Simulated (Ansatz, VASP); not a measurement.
# One calculation of AlCo, two programs

```
CELL_PARAMETERS angstrom
0.00000 2.39402 2.39402
2.39402 0.00000 2.39402
2.39402 2.39402 0.00000
ATOMIC_POSITIONS crystal
Al 0.00000 0.00000 0.00000
Co 0.50000 0.50000 0.50000
```

Alike in both runs: functional PBE; k mesh 20 × 20 × 20; occupations gaussian, width 0.1 eV; no spin polarisation.

Ansatz relaxed the structure, and its values are those at the end. VASP's run is a single point on that final structure, the one shown.

|  | VASP | Ansatz |
| --- | --- | --- |
| version | VASP 6.6.1 | Ansatz 0.2.0 |
| potentials or method | VASP PAW PBE potentials, release 64 (Al, Co), cutoff 520 eV | scalar-relativistic, plane waves, PAW |
| valence electrons in the cell | 12 | 20 |

```tsv
	VASP	Ansatz	Ansatz less VASP
gap on the k mesh at the Fermi level (eV)	none	none	-
pressure (GPa)	-0.1	0.0	+0.08
```

A gap of «none» marks a metal or a gap that the smearing closes. VASP's potentials hold 12 valence electrons a cell and Ansatz's 20, so a difference there can come from the potentials and not from the codes.
